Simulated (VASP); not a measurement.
# BeTe (I-4m2) in VASP: a series of runs

The runs below take BeTe through single point, with LDA.

Everything below comes from runs of VASP 6.6.1. Logs are shortened: lines on timing, memory, paths and dates and some standing lists are left out, and cuts for length are marked.

## 1. The cell of the first run

The structure is tetragonal, space group I-4m2 (No. 119). The conventional cell has a = 4.074 Å, b = 4.074 Å, c = 5.540 Å, α = 90.00°, β = 90.00°, γ = 90.00°. Be (site symmetry -4m2) has 4 Te at 2.46 Å within 3.3 Å. Within 3.3 Å of Te (site symmetry -4m2) lie 4 Be at 2.46 Å.

## 2. Single point, LDA (strain +0.040 along x and y, +0.000 along z)

Contents of INCAR:

```
PREC = Accurate
ENCUT = 520
EDIFF = 1E-6
ISMEAR = 0
SIGMA = 0.05
LREAL = F
LASPH = T
NELM = 60
ALGO = Normal
ISIF = 2
LWAVE = F
LCHARG = F
NBANDS = 11
```

Contents of KPOINTS:

```
Automatic mesh
0
Gamma
  8 8 8
```

Contents of POSCAR:

```
BeTe
1.0
    0.0000000000      2.8808000000      2.7700000000
    2.8808000000      0.0000000000      2.7700000000
    2.8808000000      2.8808000000      0.0000000000
Be Te
1 1
Direct
    0.0000000000      0.0000000000      0.0000000000
    0.7500000000      0.7500000000      0.7500000000
```

Potentials or basis: VASP PAW LDA potentials, release 64 (Be, Te).

On the command line:

```
$ cat potpaw_LDA.64/Be/POTCAR potpaw_LDA.64/Te/POTCAR > POTCAR
$ mpirun -np 1 vasp_std > vasp.out
```

OUTCAR:

```text
PREC = Accurate
   ENCUT = 520
   EDIFF = 1E-6
   ISMEAR = 0
   LREAL = F
   LASPH = T
   NELM = 60
   ISIF = 2

 ion  position               nearest neighbor table
   1  0.000  0.000  0.000-   2 2.46   2 2.46   2 2.46   2 2.46
   2  0.750  0.750  0.750-   1 2.46   1 2.46   1 2.46   1 2.46

  LATTYP: Found a body centered tetragonal cell.
 ALAT       =     4.0740664305
 C/A-ratio  =     1.3598207331

  Lattice vectors:

 A1 = (   0.0000000000,  -2.8808000000,  -2.7700000000)
 A2 = (   0.0000000000,   2.8808000000,  -2.7700000000)
 A3 = (   2.8808000000,   0.0000000000,   2.7700000000)

Analysis of symmetry for initial positions (statically):
=====================================================================
 Subroutine PRICEL returns:
 Original cell was already a primitive cell.

 Routine SETGRP: Setting up the symmetry group for a
 body centered tetragonal supercell.

 Subroutine GETGRP returns: Found  8 space group operations
 (whereof  8 operations were pure point group operations)
 out of a pool of 16 trial point group operations.

The static configuration has the point symmetry D_2d.

Analysis of symmetry for dynamics (positions and initial velocities):
=====================================================================
 Subroutine PRICEL returns:
 Original cell was already a primitive cell.

 Routine SETGRP: Setting up the symmetry group for a
 body centered tetragonal supercell.

 Subroutine GETGRP returns: Found  8 space group operations
 (whereof  8 operations were pure point group operations)
 out of a pool of 16 trial point group operations.

The dynamic configuration has the point symmetry D_2d.

 Subroutine INISYM returns: Found  8 space group operations
 (whereof  8 operations are pure point group operations),
 and found     1 'primitive' translations

----------------------------------------------------------------------------------------

                                     Primitive cell

  volume of cell :      45.9765

  direct lattice vectors                    reciprocal lattice vectors
     0.000000000  2.880800000  2.770000000    -0.173562899  0.173562899  0.180505415
     2.880800000  0.000000000  2.770000000     0.173562899 -0.173562899  0.180505415
     2.880800000  2.880800000  0.000000000     0.173562899  0.173562899 -0.180505415

  length of vectors
     3.996487037  3.996487037  4.074066430     0.304680759  0.304680759  0.304680759
[... 82 lines left out ...]
   LREAL  =      F    real-space projection
   EDIFFG = 0.1E-04   stopping-criterion for IOM
   NSW    =      0    number of steps for IOM
   IBRION =     -1    ionic relax: 0-MD 1-quasi-New 2-CG
   NFREE  =      0    steps in history (QN), initial steepest desc. (CG)
   ISIF   =      2    stress and relaxation
   ISYM   =      2    0-nonsym 1-usesym 2-fastsym
   POTIM  = 0.5000    time-step for ionic-motion
   TEBEG  =    0.0;   TEEND  =   0.0 temperature during run
   PSTRESS=    0.0 pullay stress
   NELECT =       8.0000    total number of electrons
   NUPDOWN=      -1.0000    fix difference up-down
   EMIN   =  10.00;   EMAX   =-10.00  energy-range for DOS
   EFERMI =   0.00;   METHOD = LEGACY
   ISMEAR =     0;   SIGMA  =   0.05  broadening in eV -4-tet -1-fermi 0-gaus
   EFERMI_NEDOS =   21; number of points for ismear=-14 and -15
   IALGO  =     38    algorithm
   IMIX   =      4    mixing-type and parameters
     AMIX     =   0.40;   BMIX     =  1.00
     AMIX_MAG =   1.60;   BMIX_MAG =  1.00
  volume/ion in A,a.u.               =      22.99       155.13
  Fermi-wavevector in a.u.,A,eV,Ry     =   0.913958  1.727130 11.365204  0.835319
  Thomas-Fermi vector in A             =   2.038529
   LORBIT       =      0    0 simple, 1 ext, 2 COOP (PROOUT), +10 PAW based schemes
   GGA     = CA    functional components
   LHFCALC =     F    Hartree Fock is set to
   AEXX    =    0.0000 exact exchange contribution
   IVDW    =     0    specifies the selected vdW correction
   LEPSILON=     F    determine dielectric tensor
   LRPA    =     F    only Hartree local field effects (RPA)
 non-spin polarized calculation
 Gauss-broadening in eV      SIGMA  =   0.05
  energy-cutoff  :      520.00
  volume of cell :       45.98
 maximum number of plane-waves:      1258
 NGX is ok and might be reduce to    30
   NGX = 15   NGY = 15   NGZ = 15

 number of electron       8.0000001 magnetization

 Free energy of the ion-electron system (eV)
  ---------------------------------------------------
  ext. energy  EPLUGINS =         0.00000000
  ---------------------------------------------------
  free energy    TOTEN  =        -8.68230241 eV

  energy without entropy =       -8.68230241  energy(sigma->0) =       -8.68230241

 E-fermi :   4.9488     XC(G=0):  -9.1594

 val. band max:        4.7480773979   @ k =   0.0000   0.0000   0.0000
 cond. band min:       6.3968234706   @ k =   0.5000   0.5000   0.0000
 fundamental gap:      1.6487460727
 Fermi energy:         4.9487780503

 k-point     1 :       0.0000    0.0000    0.0000
  band No.  band energies     occupation
      1      -7.5104      2.00000
      2       4.5571      2.00000
      3       4.5571      2.00000
      4       4.7481      2.00000
      5       8.1277      0.00000
      6       8.1834      0.00000
      7       8.2630      0.00000
      8       8.2630      0.00000
      9      12.7461      0.00000
     10      14.4293      0.00000
     11      15.1093      0.00000
[... 309 lines left out ...]
 k-point    24 :       0.3750   -0.0000    0.1250
  band No.  band energies     occupation
      1      -6.5644      2.00000
      2       0.3939      2.00000
      3       3.1091      2.00000
      4       3.3612      2.00000
      5       8.1243      0.00000
      6       9.0786      0.00000
      7      10.1033      0.00000
      8      11.0578      0.00000
      9      14.1553      0.00000
     10      14.4079      0.00000
     11      15.3941      0.00000

 [... further k-points ...]
[... 5 lines left out ...]
  --------------------------------------------------------------------------------------
  -------------------------------------------------------------------------------------
  Total       -1.2718451     -1.2718451     -0.6457459      0.0000000      0.0000000      0.0000000
  in kB      -44.3209266    -44.3209266    -22.5027848      0.0000000      0.0000000      0.0000000
  external PRESSURE =     -37.0482127 kB  Pullay stress =       0.0000000 kB

 VOLUME and BASIS-vectors are now :
 -----------------------------------------------------------------------------
  energy-cutoff  :      520.00
  volume of cell :       45.98
      direct lattice vectors                 reciprocal lattice vectors
     0.000000000  2.880800000  2.770000000    -0.173562899  0.173562899  0.180505415
     2.880800000  0.000000000  2.770000000     0.173562899 -0.173562899  0.180505415
     2.880800000  2.880800000  0.000000000     0.173562899  0.173562899 -0.180505415

 POSITION                                       TOTAL-FORCE (eV/Angst)
 -----------------------------------------------------------------------------------
      0.00000      0.00000      0.00000         0.000000      0.000000      0.000000
      4.32120      4.32120      4.15500        -0.000000     -0.000000     -0.000000
 -----------------------------------------------------------------------------------
    total drift:                               -0.000000     -0.000000     -0.000000

  FREE ENERGIE OF THE ION-ELECTRON SYSTEM (eV)
  ---------------------------------------------------
  free  energy   TOTEN  =        -8.6823024065 eV

  energy  without entropy=       -8.6823024065  energy(sigma->0) =       -8.68230241
```

It took 24 s on 1 thread of AMD EPYC 7R43 (Zen 3), shared host; peak memory 0.13 GiB.

Results:

| Quantity | Value |
| --- | --- |
| Free energy | -8.6823 eV |
| Pressure | -3.7 GPa |
| Band gap on the k mesh | 1.65 eV, indirect (least direct gap 3.38 eV) |

Stress tensor (GPa, compression positive):
```
-4.43  0.00  0.00
 0.00 -4.43  0.00
 0.00  0.00 -2.25
```

Levels at points of the mesh, in eV from the valence-band top:
```csv
k point,band 2,band 3,band 4,band 5,band 6,band 7
"(0.00, 0.00, 0.00)",-0.19,-0.19,0.00,3.38,3.44,3.51
"(0.50, 0.00, 0.00)",-5.48,-1.36,-1.05,2.80,4.32,4.60
"(0.50, 0.50, 0.00)",-4.91,-2.83,-2.83,1.65,2.34,9.32
"(0.50, 0.00, 0.50)",-5.12,-2.61,-2.54,1.90,2.67,9.14
```

Caveat: the cell differs from its parent crystal (strain +0.040 along x and y, +0.000 along z); spin-orbit coupling is left out, which moves the levels of the heavy elements. A k mesh can miss the band edges.

## 3. Single point, LDA (strain +0.080 along x and y, -0.040 along z)

Contents of INCAR:

```
SYSTEM = BeTe
PREC = Accurate ; ENCUT = 520
EDIFF = 1E-6 ; ISMEAR = 0
SIGMA = 0.05 ; LREAL = .FALSE.
LASPH = .TRUE. ; NELM = 80
ALGO = Normal ; ISIF = 2
LWAVE = .FALSE. ; LCHARG = .FALSE.
NBANDS = 11
```

Contents of KPOINTS:

```
Automatic mesh
0
G
  8 8 8
  0 0 0
```

Contents of POSCAR:

```
BeTe
1.0
    0.0000000000      2.9916000000      2.6592000000
    2.9916000000      0.0000000000      2.6592000000
    2.9916000000      2.9916000000      0.0000000000
Be Te
1 1
Direct
    0.0000000000      0.0000000000      0.0000000000
    0.7500000000      0.7500000000      0.7500000000
```

Potentials or basis: VASP PAW LDA potentials, release 64 (Be, Te).

On the command line:

```
$ cat potpaw_LDA.64/Be/POTCAR potpaw_LDA.64/Te/POTCAR > POTCAR
$ mpirun -np 1 vasp_std > vasp.out
```

OUTCAR:

```text
SYSTEM = BeTe
   PREC = Accurate
   ENCUT = 520
   EDIFF = 1E-6
   ISMEAR = 0
   LREAL = .FALSE.
   LASPH = .TRUE.
   NELM = 80
   ISIF = 2

 ion  position               nearest neighbor table
   1  0.000  0.000  0.000-   2 2.50   2 2.50   2 2.50   2 2.50
   2  0.750  0.750  0.750-   1 2.50   1 2.50   1 2.50   1 2.50

  LATTYP: Found a body centered tetragonal cell.
 ALAT       =     4.2307612932
 C/A-ratio  =     1.2570787221

  Lattice vectors:

 A1 = (   0.0000000000,  -2.9916000000,  -2.6592000000)
 A2 = (   0.0000000000,   2.9916000000,  -2.6592000000)
 A3 = (   2.9916000000,   0.0000000000,   2.6592000000)

Analysis of symmetry for initial positions (statically):
=====================================================================
 Subroutine PRICEL returns:
 Original cell was already a primitive cell.

 Routine SETGRP: Setting up the symmetry group for a
 body centered tetragonal supercell.

 Subroutine GETGRP returns: Found  8 space group operations
 (whereof  8 operations were pure point group operations)
 out of a pool of 16 trial point group operations.

The static configuration has the point symmetry D_2d.

Analysis of symmetry for dynamics (positions and initial velocities):
[... 165 lines left out ...]
 Fermi energy:         4.8116948777

 k-point     1 :       0.0000    0.0000    0.0000
  band No.  band energies     occupation
      1      -7.6532      2.00000
      2       4.0903      2.00000
      3       4.0903      2.00000
      4       4.5727      2.00000
      5       7.4588      0.00000
      6       7.8069      0.00000
      7       8.0397      0.00000
      8       8.0397      0.00000
      9      12.3626      0.00000
     10      13.3150      0.00000
     11      14.5576      0.00000
[... 309 lines left out ...]
 k-point    24 :       0.3750    0.0000    0.1250
  band No.  band energies     occupation
      1      -6.7773      2.00000
      2       0.2162      2.00000
      3       2.6453      2.00000
      4       3.2742      2.00000
      5       7.7030      0.00000
      6       8.5069      0.00000
      7       9.8310      0.00000
      8      10.8543      0.00000
      9      13.3682      0.00000
     10      13.8697      0.00000
     11      15.1124      0.00000

 [... further k-points ...]
[... 5 lines left out ...]
  --------------------------------------------------------------------------------------
  -------------------------------------------------------------------------------------
  Total       -2.1369030     -2.1369030     -0.4853945      0.0000000      0.0000000     -0.0000000
  in kB      -71.9295514    -71.9295514    -16.3386946      0.0000000      0.0000000     -0.0000000
  external PRESSURE =     -53.3992658 kB  Pullay stress =       0.0000000 kB

 VOLUME and BASIS-vectors are now :
 -----------------------------------------------------------------------------
  energy-cutoff  :      520.00
  volume of cell :       47.60
      direct lattice vectors                 reciprocal lattice vectors
     0.000000000  2.991600000  2.659200000    -0.167134644  0.167134644  0.188026474
     2.991600000  0.000000000  2.659200000     0.167134644 -0.167134644  0.188026474
     2.991600000  2.991600000  0.000000000     0.167134644  0.167134644 -0.188026474

 POSITION                                       TOTAL-FORCE (eV/Angst)
 -----------------------------------------------------------------------------------
      0.00000      0.00000      0.00000         0.000000      0.000000     -0.000000
      4.48740      4.48740      3.98880        -0.000000     -0.000000      0.000000
 -----------------------------------------------------------------------------------
    total drift:                               -0.000000     -0.000000     -0.000000

  FREE ENERGIE OF THE ION-ELECTRON SYSTEM (eV)
  ---------------------------------------------------
  free  energy   TOTEN  =        -8.5754449010 eV

  energy  without entropy=       -8.5754449010  energy(sigma->0) =       -8.57544490
```

Run time: 26 s. Hardware: 1 thread of AMD EPYC 7R43 (Zen 3), shared host; peak memory 0.13 GiB.

Results:

```
Free energy            : -8.5754 eV
Pressure               : -5.3 GPa
Band gap on the k mesh : 1.29 eV, indirect (least direct gap 2.89 eV)
```

Stress tensor (GPa, compression positive):
```
-7.19  0.00  0.00
 0.00 -7.19  0.00
 0.00  0.00 -1.63
```

Caveat: the cell differs from its parent crystal (strain +0.080 along x and y, -0.040 along z); spin-orbit coupling is left out, which moves the levels of the heavy elements.
